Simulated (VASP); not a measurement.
Mg: electric field gradients with RPBE+D3(BJ)

Mg:

```
Mg
1.0
    -1.45435    1.47650    1.47650
     1.47650   -1.45435    1.47650
     1.47650    1.47650   -1.45435
Mg
1
Direct
  0.00000 0.00000 0.00000
```

```
Program                : VASP 6.6.1
Task                   : electric field gradients
Functional             : RPBE
Dispersion             : D3(BJ)
Potentials or basis    : VASP PAW PBE potentials, release 64 (Mg)
Cutoff                 : 520 eV
k mesh                 : 19 × 19 × 19
Occupations            : fermi-dirac, width 0.03 eV
Spin                   : no spin polarisation
Dipole correction      : no
Further INCAR settings : ALGO = Normal; EDIFF = 1e-08; NBANDS = 7
```

* Pressure: 32.4 GPa
* Band gap on the k mesh: zero (bands 1 and 2 overlap by 4.28 eV)
* Largest electric field gradient by atom: Mg +0.8 V/Å²
* Dispersion energy per atom: -2.657 eV

Stress tensor (GPa, compression positive):
```
32.37 -2.17 -2.17
-2.17 32.37 -2.17
-2.17 -2.17 32.37
```

Levels at points of the mesh, in eV from the Fermi level:
```tsv
k point	band 1	band 2	band 3	band 4
(0.00, 0.00, 0.00)	-9.89	17.34	17.34	17.71
```

Electric field gradients, principal values (V/Å²):
```tsv
atom	least	middle	greatest (by size)
1 Mg	-0.404	-0.404	0.808
```

Wall time 38 s on 1 thread of Intel(R) Xeon(R) Platinum 8259CL CPU @ 2.50GHz (Skylake/Cascade Lake), on a shared host, peak memory 0.19 GiB.

Caveat: the cell stands under pressure; the dispersion term is far too large for a dense solid, which distorts pressure and volume; without QUAD_EFG the Cq values of the log hold for a quadrupole moment of 1 mb, not for the nuclei; the PAW data sets were made with another functional, which shifts forces and pressure a little.
